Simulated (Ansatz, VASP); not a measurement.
## Si3N4 in VASP and in Ansatz

File INCAR:

```
  ALGO = Normal
  EDIFF = 1E-8
  ENCUT = 520
  ISIF = 2
  ISMEAR = -1
  LASPH = T
  LCHARG = F
  LEFG = T
  LREAL = F
  LWAVE = F
  NBANDS = 45
  NELM = 100
  PREC = Accurate
  SIGMA = 0.02
```

File KPOINTS:

```
k-points
0
Gamma
  4 4 9
```

POSCAR

```
Si3N4
1.0
    7.6170000000      0.0000000000      0.0000000000
   -3.8085000000      6.5965155006      0.0000000000
    0.0000000000      0.0000000000      2.9134000000
Si N
6 8
Direct
    0.1740483666      0.7679428916      0.2500000000
    0.4061054750      0.1740483666      0.7500000000
    0.2320571084      0.4061054750      0.2500000000
    0.8259516334      0.2320571084      0.7500000000
    0.5938945250      0.8259516334      0.2500000000
    0.7679428916      0.5938945250      0.7500000000
    0.3333333333      0.6666666667      0.2500000000
    0.6666666667      0.3333333333      0.7500000000
    0.3297879503      0.0300001295      0.2500000000
    0.2997878208      0.3297879503      0.7500000000
    0.9699998705      0.2997878208      0.2500000000
    0.6702120497      0.9699998705      0.7500000000
    0.7002121792      0.6702120497      0.2500000000
    0.0300001295      0.7002121792      0.7500000000
```

Input for Ansatz:

```yaml
crystal:
  lattice:
    - [7.617, 0.0, 0.0]
    - [-3.8085, 6.5965155006, 0.0]
    - [0.0, 0.0, 2.9134]
  atoms:
    - { symbol: Si, position: [0.1740483666, 0.7679428916, 0.25] }
    - { symbol: Si, position: [0.406105475, 0.1740483666, 0.75] }
    - { symbol: Si, position: [0.2320571084, 0.406105475, 0.25] }
    - { symbol: Si, position: [0.8259516334, 0.2320571084, 0.75] }
    - { symbol: Si, position: [0.593894525, 0.8259516334, 0.25] }
    - { symbol: Si, position: [0.7679428916, 0.593894525, 0.75] }
    - { symbol: "N", position: [0.3333333333, 0.6666666667, 0.25] }
    - { symbol: "N", position: [0.6666666667, 0.3333333333, 0.75] }
    - { symbol: "N", position: [0.3297879503, 0.0300001295, 0.25] }
    - { symbol: "N", position: [0.2997878208, 0.3297879503, 0.75] }
    - { symbol: "N", position: [0.9699998705, 0.2997878208, 0.25] }
    - { symbol: "N", position: [0.6702120497, 0.9699998705, 0.75] }
    - { symbol: "N", position: [0.7002121792, 0.6702120497, 0.25] }
    - { symbol: "N", position: [0.0300001295, 0.7002121792, 0.75] }
kpoints:
  mp_grid: { grid: [4, 4, 9] }
scf:
  occupations: { method: fermi_dirac, width: 0.02 }
hamiltonian:
  xc: lda
  pseudopotentials: { kind: paw }
output:
  forces: true
  stress: true
  populations: true
  efg:
    quadrupole_moments_barn: { "N": 0.02044 }
    contact_densities: true
```

Alike in both runs: task electric field gradients; functional LDA; k mesh 4 × 4 × 9; occupations fermi-dirac, width 0.02 eV; no spin polarisation.

```csv
,VASP,Ansatz
version,VASP 6.6.1,Ansatz 0.2.0
potentials or method,"VASP PAW LDA potentials, release 64 (Si, N)","plane-wave PAW, scalar-relativistic"
plane-wave cutoff (eV),520,420
valence electrons in the cell,64,64
```

Ansatz gave:

```
gap on the k mesh at the Fermi level (eV)                     : 4.15
pressure (GPa)                                                : -4.7
traceless stress, the component that is largest in VASP (GPa) : -0.64
rms of the force components (eV/Å)                            : 0.018
size of Vzz on the site where it differs most (V/Å²)          : 47.5
```

Question: What did VASP give for the same quantities?

Answer: gap on the k mesh at the Fermi level (eV): 4.13; pressure (GPa): -4.4; traceless stress, the component that is largest in VASP (GPa): -0.65; rms of the force components (eV/Å): 0.017; size of Vzz on the site where it differs most (V/Å²): 44.3.

LDA's correlation is that of Perdew and Zunger in VASP and of Perdew and Wang (1992) in Ansatz. Atom by atom the forces differ by 0.002 eV/Å (rms over components).
